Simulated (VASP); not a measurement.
Wanted: the native input for a VASP 6.6.1 run.

* Task: relaxation of cell and atoms
* Functional: PBE
* Potentials or basis: VASP PAW PBE potentials, release 64 (Ga_d, O)
* Cutoff: 600 eV
* k mesh: 6 × 6 × 6
* Occupations: fermi-dirac, width 0.02 eV
* Spin: no spin polarisation
* Dipole correction: no
* Further INCAR settings: ALGO = Normal; EDIFF = 1e-07; IBRION = 2; EDIFFG = -0.005; NSW = 80; ISIF = 3

The structure of Ga2O3 lies in POSCAR:

```
Ga2O3
1.0
    2.3182887500      1.3384646339      4.2038302667
   -2.3182887500      1.3384646339      4.2038302667
    0.0000000000     -2.6769292677      4.2038302667
Ga O
4 6
Direct
    0.8550000000      0.8550000000      0.8550000000
    0.3550000000      0.3550000000      0.3550000000
    0.1450000000      0.1450000000      0.1450000000
    0.6450000000      0.6450000000      0.6450000000
    0.4450000000      0.0550000000      0.7500000000
    0.0550000000      0.7500000000      0.4450000000
    0.5550000000      0.9450000000      0.2500000000
    0.2500000000      0.5550000000      0.9450000000
    0.9450000000      0.2500000000      0.5550000000
    0.7500000000      0.4450000000      0.0550000000
```

These files were run (other wordings do the same):

INCAR

```
SYSTEM = Ga2O3
  PREC = Accurate
  ENCUT = 600
  EDIFF = 1E-7
  ISMEAR = -1
  SIGMA = 0.02
  LREAL = .FALSE.
  LASPH = .TRUE.
  NELM = 100
  ALGO = Normal
  ISIF = 3
  LWAVE = .FALSE.
  LCHARG = .FALSE.
  GGA = PE
  IBRION = 2
  NSW = 80
  EDIFFG = -0.005
```

KPOINTS

```
regular mesh
0
G
  6 6 6
  0 0 0
```

Potentials or basis: VASP PAW PBE potentials, release 64 (Ga_d, O).

The run is started by

```console
$ cat potpaw_PBE.64/Ga_d/POTCAR potpaw_PBE.64/O/POTCAR > POTCAR
$ mpirun -np 1 vasp_std > vasp.out
```

It gave:

```
Relaxed volume                        : 10.10 Å³/atom
Relaxed cell                          : a = 5.406 Å, b = 5.406 Å, c = 5.406 Å, α = 55.87°, β = 55.87°, γ = 55.87°
Space group after relaxing (to 0.1 Å) : R-3c (No. 167)
Energy gained by relaxing             : 509.0 meV/atom
Ionic steps                           : 12
Pressure after relaxing               : 0.0 GPa
Largest force after relaxing          : 0.004 eV/Å
Band gap on the k mesh                : 2.35 eV (least direct gap 2.58 eV)
```

Caveat: the volume moved by over 15 % at a fixed basis, so the end points are rough.

Run time: 22 min on 1 thread of Intel(R) Xeon(R) Platinum 8259CL CPU @ 2.50GHz (Skylake/Cascade Lake), with other jobs on the host, peak memory 0.31 GiB.
